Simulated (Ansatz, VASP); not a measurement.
# SiC: VASP beside Ansatz

```
CELL_PARAMETERS angstrom
4.32902 0.00000 0.00000
0.00000 4.32902 0.00000
0.00000 0.00000 4.32902
ATOMIC_POSITIONS crystal
Si 0.00000 0.00000 0.00000
Si 0.00000 0.50000 0.50000
Si 0.50000 0.00000 0.50000
Si 0.50000 0.50000 0.00000
C 0.25000 0.25000 0.25000
C 0.25000 0.75000 0.75000
C 0.75000 0.25000 0.75000
C 0.75000 0.75000 0.25000
```

Alike in both runs: functional LDA; k mesh 6 × 6 × 6; no spin polarisation.

Ansatz relaxed the structure, and its values are those at the end. VASP's run is a single point on that final structure, the one shown.

|  | VASP | Ansatz |
| --- | --- | --- |
| version | VASP 6.6.1 | Ansatz 0.2.0 |
| potentials or method | VASP PAW LDA potentials, release 64 (Si, C), cutoff 520 eV | scalar-relativistic, plane waves, PAW |
| occupations | gaussian, width 0.01 eV | fixed |
| valence electrons in the cell | 32 | 32 |

```csv
,VASP,Ansatz,Ansatz less VASP
gap on the k mesh at the Fermi level (eV),1.29,1.30,+0.013
least direct gap on the mesh (eV),1.29,1.30,+0.013
pressure (GPa),0.4,0.0,-0.40
```

LDA's correlation is that of Perdew and Zunger in VASP and of Perdew and Wang (1992) in Ansatz.
